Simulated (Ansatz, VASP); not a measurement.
One calculation of AlN, two programs

The input INCAR:

```
PREC = Accurate
ENCUT = 520
EDIFF = 1E-7
ISMEAR = 0
SIGMA = 0.05
LREAL = False
LASPH = True
NELM = 60
ALGO = Normal
ISIF = 2
LWAVE = False
LCHARG = True
GGA = PE
LELF = True
LVHAR = True
NBANDS = 16
```

The input KPOINTS:

```
Automatic mesh
0
Gamma
  12 12 6
```

POSCAR

```
AlN
1.0
    3.1110021516      0.0000000000      0.0000000000
   -1.5555010758      2.6942068945      0.0000000000
    0.0000000000      0.0000000000      4.9780000000
Al N
2 2
Direct
    0.3333333333      0.6666666667      0.0000000000
    0.6666666667      0.3333333333      0.5000000000
    0.2518194590      0.8893667129      0.3850000000
    0.6666666667      0.3333333333      0.8850000000
```

Input for Ansatz:

```yaml
crystal:
  lattice:
    - [3.1110021516, 0.0, 0.0]
    - [-1.5555010758, 2.6942068945, 0.0]
    - [0.0, 0.0, 4.978]
  atoms:
    - { symbol: Al, position: [0.3333333333, 0.6666666667, 0.0] }
    - { symbol: Al, position: [0.6666666667, 0.3333333333, 0.5] }
    - { symbol: "N", position: [0.251819459, 0.8893667129, 0.385] }
    - { symbol: "N", position: [0.6666666667, 0.3333333333, 0.885] }
basis:
  ecutwfc: 420
kpoints:
  mp_grid: { grid: [12, 12, 6] }
hamiltonian:
  xc: pbe
scf:
  occupations: { method: gaussian, width: 0.05 }
output:
  forces: true
  stress: true
  eigenvalues: true
```

Alike in both runs: task single point; functional PBE; k mesh 12 × 12 × 6; occupations gaussian, width 0.05 eV; no spin polarisation.

```csv
,VASP,Ansatz
version,VASP 6.6.1,Ansatz 0.2.0
potentials or method,"VASP PAW PBE potentials, release 64 (Al, N), cutoff 520 eV","scalar-relativistic, plane waves, PAW"
valence electrons in the cell,16,16
```

```csv
,VASP,Ansatz,Ansatz less VASP
gap on the k mesh at the Fermi level (eV),2.26,2.28,+0.020
least direct gap on the mesh (eV),2.47,2.47,+0.001
rms of the force components (eV/Å),7.157,7.144,-0.0139
```

Atom by atom the forces differ by 0.014 eV/Å (rms over components). The functional is the same, so the differences come from potentials, cutoffs and numerics.
